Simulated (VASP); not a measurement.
# C (Pm-3m) in VASP: further runs

Runs on C. Level: PBEsol. Tasks: single point, relaxation of cell and atoms.

Everything below comes from runs of VASP 6.6.1. Logs are shortened: lines on timing, memory, paths and dates and some standing lists are left out, and cuts for length are marked.

### 1 The cell of the first run

Symmetry: Pm-3m, No. 221, cubic system. Conventional cell: a = 1.707 Å, b = 1.707 Å, c = 1.707 Å, α = 90.00°, β = 90.00°, γ = 90.00°. C (site symmetry m-3m) has 6 C at 1.71 Å within 2.3 Å.

### 2 Single point, PBEsol (volume scaled by 0.92)

The input, INCAR:

```
SYSTEM = C
ALGO     = Normal         ! electronic algorithm
EDIFF    = 1E-6           ! SCF threshold, eV
ENCUT    = 520            ! plane-wave cutoff, eV
GGA      = PS             ! functional
ISIF     = 2              ! what is computed and relaxed
ISMEAR   = -1             ! smearing method
LASPH    = .TRUE.         ! aspherical terms in the spheres
LCHARG   = .TRUE.         ! write CHGCAR
LELF     = .TRUE.         ! ELF
LREAL    = .FALSE.        ! projectors in reciprocal space
LVHAR    = .TRUE.       
LWAVE    = .FALSE.        ! write WAVECAR
NBANDS   = 8              ! bands
NELM     = 60             ! most SCF steps
PREC     = Accurate       ! precision mode
SIGMA    = 0.1            ! smearing width, eV
```

The input, KPOINTS:

```
k-points
0
G
  20 20 20
  0 0 0
```

The input, POSCAR:

```
C
1.0
    1.7068648241      0.0000000000      0.0000000000
    0.0000000000      1.7068648241      0.0000000000
    0.0000000000      0.0000000000      1.7068648241
C
1
Direct
    0.0000000000      0.0000000000      0.0000000000
```

Potentials or basis: VASP PAW PBE potentials, release 64 (C).

Run with:

```bash
> cat potpaw_PBE.64/C/POTCAR > POTCAR
> mpirun -np 1 vasp_std > vasp.out
```

OUTCAR:

```text
SYSTEM = C
   EDIFF = 1E-6
   ENCUT = 520
   GGA = PS
   ISIF = 2
   ISMEAR = -1
   LASPH = .TRUE.
   LREAL = .FALSE.
   NELM = 60
   PREC = Accurate

 ion  position               nearest neighbor table
   1  0.000  0.000  0.000-

  LATTYP: Found a simple cubic cell.
 ALAT       =     1.7068648241

  Lattice vectors:

 A1 = (   1.7068648241,   0.0000000000,   0.0000000000)
 A2 = (   0.0000000000,   1.7068648241,   0.0000000000)
 A3 = (   0.0000000000,   0.0000000000,   1.7068648241)

Analysis of symmetry for initial positions (statically):
=====================================================================
 Subroutine PRICEL returns:
 Original cell was already a primitive cell.

 Routine SETGRP: Setting up the symmetry group for a
 simple cubic supercell.

 Subroutine GETGRP returns: Found 48 space group operations
 (whereof 48 operations were pure point group operations)
 out of a pool of 48 trial point group operations.

The static configuration has the point symmetry O_h .

Analysis of symmetry for dynamics (positions and initial velocities):
=====================================================================
 Subroutine PRICEL returns:
 Original cell was already a primitive cell.

 Routine SETGRP: Setting up the symmetry group for a
 simple cubic supercell.

 Subroutine GETGRP returns: Found 48 space group operations
 (whereof 48 operations were pure point group operations)
 out of a pool of 48 trial point group operations.

The dynamic configuration has the point symmetry O_h .

 Subroutine INISYM returns: Found 48 space group operations
 (whereof 48 operations are pure point group operations),
 and found     1 'primitive' translations

----------------------------------------------------------------------------------------

                                     Primitive cell

  volume of cell :       4.9728

  direct lattice vectors                    reciprocal lattice vectors
     1.706864824  0.000000000  0.000000000     0.585869476  0.000000000  0.000000000
     0.000000000  1.706864824  0.000000000     0.000000000  0.585869476  0.000000000
     0.000000000  0.000000000  1.706864824     0.000000000  0.000000000  0.585869476

  length of vectors
     1.706864824  1.706864824  1.706864824     0.585869476  0.585869476  0.585869476

  position of ions in fractional coordinates (direct lattice)
     0.000000000  0.000000000  0.000000000

  ion indices of the primitive-cell ions
   primitive index   ion index
                 1           1

----------------------------------------------------------------------------------------

 KPOINTS: k-points

Automatic generation of k-mesh.
 Grid dimensions read from file:
 generate k-points for:   20   20   20

 Generating k-lattice:

  Cartesian coordinates                     Fractional coordinates (reciprocal lattice)
     0.029293474  0.000000000  0.000000000     0.050000000  0.000000000  0.000000000
     0.000000000  0.029293474  0.000000000     0.000000000  0.050000000  0.000000000
     0.000000000  0.000000000  0.029293474     0.000000000  0.000000000  0.050000000

  Length of vectors
     0.029293474  0.029293474  0.029293474

  Shift w.r.t. Gamma in fractional coordinates (k-lattice)
     0.000000000  0.000000000  0.000000000

 Subroutine IBZKPT returns following result:
 ===========================================

 Found    286 irreducible k-points:

 Following reciprocal coordinates:
            Coordinates               Weight
  0.000000  0.000000  0.000000      1.000000
  0.050000  0.000000  0.000000      6.000000
  0.100000  0.000000  0.000000      6.000000
  0.150000  0.000000  0.000000      6.000000
  0.200000  0.000000  0.000000      6.000000
  0.250000  0.000000  0.000000      6.000000
[... 16 lines left out ...]
  0.150000  0.100000  0.000000     24.000000
  0.200000  0.100000  0.000000     24.000000
 [... further k-points ...]
   k-points           NKPTS =    286   k-points in BZ     NKDIM =    286   number of bands    NBANDS=      8
   number of dos      NEDOS =    301   number of ions     NIONS =      1
   total plane-waves  NPLWV =   2744
   dimension x,y,z NGX =    14 NGY =   14 NGZ =   14
   dimension x,y,z NGXF=    28 NGYF=   28 NGZF=   28
   ions per type =               1
   NGX,Y,Z   is equivalent  to a cutoff of  13.64, 13.64, 13.64 a.u.
   NGXF,Y,Z  is equivalent  to a cutoff of  27.27, 27.27, 27.27 a.u.
 SYSTEM =  C
   PREC   = accura    normal or accurate (medium, high low for compatibility)
   ISTART =      0    job   : 0-new  1-cont  2-samecut
   ICHARG =      2    charge: 1-file 2-atom 10-const
   ISPIN  =      1    spin polarized calculation?
   LNONCOLLINEAR =      F non collinear calculations
   LSORBIT =      F    spin-orbit coupling
   LASPH  =      T    aspherical Exc in radial PAW
   ENCUT  =  520.0 eV  38.22 Ry    6.18 a.u.   3.17  3.17  3.17*2*pi/ulx,y,z
   NELM   =     60;   NELMIN=  2; NELMDL= -5     # of ELM steps
   EDIFF  = 0.1E-05   stopping-criterion for ELM
   LREAL  =      F    real-space projection
[... 7 lines left out ...]
   TEBEG  =    0.0;   TEEND  =   0.0 temperature during run
   PSTRESS=    0.0 pullay stress
   NELECT =       4.0000    total number of electrons
   NUPDOWN=      -1.0000    fix difference up-down
   EMIN   =  10.00;   EMAX   =-10.00  energy-range for DOS
   EFERMI =   0.00;   METHOD = LEGACY
   ISMEAR =    -1;   SIGMA  =   0.10  broadening in eV -4-tet -1-fermi 0-gaus
   EFERMI_NEDOS =   21; number of points for ismear=-14 and -15
   IALGO  =     38    algorithm
   IMIX   =      4    mixing-type and parameters
     AMIX     =   0.40;   BMIX     =  1.00
     AMIX_MAG =   1.60;   BMIX_MAG =  1.00
  volume/ion in A,a.u.               =       4.97        33.56
  Fermi-wavevector in a.u.,A,eV,Ry     =   1.522518  2.877141 31.539125  2.318060
  Thomas-Fermi vector in A             =   2.631086
   LORBIT       =      0    0 simple, 1 ext, 2 COOP (PROOUT), +10 PAW based schemes
   GGA     = PS    functional components
   LHFCALC =     F    Hartree Fock is set to
   AEXX    =    0.0000 exact exchange contribution
   IVDW    =     0    specifies the selected vdW correction
   LEPSILON=     F    determine dielectric tensor
   LRPA    =     F    only Hartree local field effects (RPA)
 non-spin polarized calculation
  energy-cutoff  :      520.00
  volume of cell :        4.97
 maximum number of plane-waves:       148
 NGX is ok and might be reduce to    14
   NGX =  7   NGY =  7   NGZ =  7

 number of electron       4.0000000 magnetization

 Free energy of the ion-electron system (eV)
  ---------------------------------------------------
  ext. energy  EPLUGINS =         0.00000000
  ---------------------------------------------------
  free energy    TOTEN  =        -7.00014063 eV

  energy without entropy =       -6.98848169  energy(sigma->0) =       -6.99431116

 E-fermi :  12.8266     XC(G=0): -14.5083

 val. band max:       12.8163080670   @ k =   0.4500   0.4000   0.1000
 cond. band min:      12.8340402208   @ k =   0.5000   0.4000   0.1000
 fundamental gap:      0.0177321538
 Fermi energy:        12.8265714385

 k-point     1 :       0.0000    0.0000    0.0000
  band No.  band energies     occupation
      1     -11.2230      2.00000
      2      23.0234      0.00000
      3      23.0234      0.00000
      4      23.0234      0.00000
      5      39.4034      0.00000
      6      39.4034      0.00000
      7      46.6154      0.00000
      8      72.7520      0.00000

 k-point     2 :       0.0500    0.0000    0.0000
  band No.  band energies     occupation
      1     -11.1176      2.00000
      2      22.1791      0.00000
      3      23.0997      0.00000
      4      23.0997      0.00000
      5      39.5233      0.00000
      6      40.3333      0.00000
      7      46.5895      0.00000
      8      72.0696      0.00000

 k-point     3 :       0.1000    0.0000    0.0000
  band No.  band energies     occupation
      1     -10.8017      2.00000
      2      20.0788      0.00000
      3      23.3207      0.00000
      4      23.3207      0.00000
      5      39.8817      0.00000
      6      42.6182      0.00000
      7      46.5575      0.00000
      8      70.1850      0.00000

 k-point     4 :       0.1500    0.0000    0.0000
  band No.  band energies     occupation
      1     -10.2757      2.00000
      2      17.3971      0.00000
      3      23.6768      0.00000
      4      23.6768      0.00000
      5      40.4752      0.00000
      6      45.0114      0.00000
      7      47.0364      0.00000
      8      67.5951      0.00000

 k-point     5 :       0.2000    0.0000    0.0000
  band No.  band energies     occupation
      1      -9.5404      2.00000
      2      14.5242      0.00000
      3      24.1482      0.00000
      4      24.1482      0.00000
      5      41.2968      0.00000
      6      45.4908      0.00000
      7      49.5396      0.00000
      8      64.7690      0.00000
[... 177 lines left out ...]
 k-point    22 :       0.1000    0.1000    0.0000
  band No.  band energies     occupation
      1     -10.3811      2.00000
      2      19.5288      0.00000
      3      21.3930      0.00000
      4      23.6154      0.00000
      5      41.7447      0.00000
      6      44.3394      0.00000
      7      46.2390      0.00000
      8      67.6192      0.00000

 k-point    23 :       0.1500    0.1000    0.0000
  band No.  band energies     occupation
      1      -9.8562      2.00000
      2      17.4042      0.00000
      3      21.3142      0.00000
      4      23.9682      0.00000
      5      42.6272      0.00000
      6      45.6256      0.00000
      7      47.1339      0.00000
      8      65.1794      0.00000

 k-point    24 :       0.2000    0.1000    0.0000
  band No.  band energies     occupation
      1      -9.1224      2.00000
      2      14.6906      0.00000
      3      21.7499      0.00000
      4      24.4352      0.00000
      5      43.4749      0.00000
      6      45.0610      0.00000
      7      50.1039      0.00000
      8      62.6331      0.00000

 [... further k-points ...]

------------------------ aborting loop because EDIFF is reached ----------------------------------------

  FORCE on cell =-STRESS in cart. coord.  units (eV):
  Direction    XX          YY          ZZ          XY          YZ          ZX
  --------------------------------------------------------------------------------------
  -------------------------------------------------------------------------------------
  Total        1.2007030      1.2007030      1.2007030     -0.0000000     -0.0000000      0.0000000
  in kB      386.8555123    386.8555123    386.8555123     -0.0000000     -0.0000000      0.0000000
  external PRESSURE =     386.8555123 kB  Pullay stress =       0.0000000 kB

 VOLUME and BASIS-vectors are now :
 -----------------------------------------------------------------------------
  energy-cutoff  :      520.00
  volume of cell :        4.97
      direct lattice vectors                 reciprocal lattice vectors
     1.706864824  0.000000000  0.000000000     0.585869476  0.000000000  0.000000000
     0.000000000  1.706864824  0.000000000     0.000000000  0.585869476  0.000000000
     0.000000000  0.000000000  1.706864824     0.000000000  0.000000000  0.585869476

 POSITION                                       TOTAL-FORCE (eV/Angst)
 -----------------------------------------------------------------------------------
      0.00000      0.00000      0.00000         0.000000      0.000000      0.000000
 -----------------------------------------------------------------------------------
    total drift:                               -0.000000     -0.000000     -0.000000

  FREE ENERGIE OF THE ION-ELECTRON SYSTEM (eV)
  ---------------------------------------------------
  free  energy   TOTEN  =        -7.0001406338 eV

  energy  without entropy=       -6.9884816936  energy(sigma->0) =       -6.99431116
```

Run time: 3.4 s. Hardware: 1 thread of Intel Xeon 6975P-C, shared host; peak memory 0.11 GiB.

Results:

| Item | Value |
| --- | --- |
| Free energy | -7.0001 eV |
| Pressure | 38.7 GPa |
| Band gap on the k mesh | zero (band 2 reaches 23.02 eV, above the bottom of band 3 at 10.72 eV) |

Levels at points of the mesh, in eV from the Fermi level:
```
           k point  band 1  band 2  band 3  band 4  band 5  band 6  band 7
(0.00, 0.00, 0.00)  -24.05   10.20   10.20   10.20   26.58   26.58   33.79
(0.50, 0.00, 0.00)  -13.86  -13.40   14.03   14.03   31.47   35.20   41.63
(0.50, 0.50, 0.00)   -6.94   -6.94   -2.11    7.51   17.11   44.43   44.43
(0.50, 0.50, 0.50)   -1.22   -1.22   -1.22   11.15   17.69   17.69   17.69
```

Caveat: the PAW data sets were made with another functional, which shifts forces and pressure a little.

(Part 1 of 3 ends here.)
